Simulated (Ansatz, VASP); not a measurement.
**C: VASP beside Ansatz**

```xyz
2
Lattice="0.0000 1.8183 1.8183 1.8183 0.0000 1.8183 1.8183 1.8183 0.0000" Properties=species:S:1:pos:R:3 pbc="T T T"
C     2.7275    2.7275    2.7275
C     1.8183    1.8183    1.8183
```

Alike in both runs: task single point; functional BLYP; dispersion D3(BJ); k mesh 13 × 13 × 13; occupations fermi-dirac, width 0.05 eV; no spin polarisation.

```csv
,VASP,Ansatz
version,VASP 6.6.1,Ansatz 0.2.0
potentials or method,"VASP PAW PBE potentials, release 64 (C)",Ansatz PAW
plane-wave cutoff (eV),520,420
valence electrons in the cell,8,8
```

```csv
,VASP,Ansatz,Ansatz less VASP
gap on the k mesh at the Fermi level (eV),4.33,4.33,+0.001
least direct gap on the mesh (eV),5.57,5.57,-0.006
pressure (GPa),-21.0,-21.5,-0.56
```

VASP's potentials were made for PBE, not for BLYP.

Noted on Ansatz's run: Pulay correction over one GPa; odd divisions of the mesh miss points on the zone boundary, where band edges often lie, so the gap on the mesh can be too wide.
